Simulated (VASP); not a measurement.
A run of VASP 6.6.1:

The input INCAR:

```
PREC     = Accurate       # precision mode
ENCUT    = 520            # plane-wave cutoff, eV
EDIFF    = 1E-6           # SCF threshold, eV
ISMEAR   = -1             # smearing method
SIGMA    = 0.05           # smearing width, eV
LREAL    = F              # projectors in reciprocal space
LASPH    = T              # aspherical terms in the spheres
NELM     = 80             # most SCF steps
ALGO     = Normal         # electronic algorithm
ISIF     = 2              # what is computed and relaxed
LWAVE    = F              # write WAVECAR
LCHARG   = F              # write CHGCAR
GGA      = PE             # functional
NBANDS   = 10             # bands
```

File KPOINTS:

```
Automatic mesh
0
Gamma
  11 11 6
```

File POSCAR:

```
Li
1.0
    3.0646488937      0.0000000000      0.0000000000
   -1.5323244468      2.6540637956      0.0000000000
    0.0000000000      0.0000000000      4.9647312077
Li
2
Direct
    0.2933333333      0.6466666667      0.2200000000
    0.7066666667      0.3533333333      0.7800000000
```

Potentials or basis: VASP PAW PBE potentials, release 64 (Li_sv).

Command:

```console
$ cat potpaw_PBE.64/Li_sv/POTCAR > POTCAR
$ mpirun -np 1 vasp_std > vasp.out
```

Hardware: 1 thread of Intel(R) Xeon(R) Platinum 8259CL CPU @ 2.50GHz (Skylake/Cascade Lake), with other jobs on the host.

Question: How long does it take, and how much memory?

Answer: Run time: 40 s on 1 thread of Intel(R) Xeon(R) Platinum 8259CL CPU @ 2.50GHz (Skylake/Cascade Lake) (shared host), peak memory 0.19 GiB. Counts: scf iterations 11, k points 204.
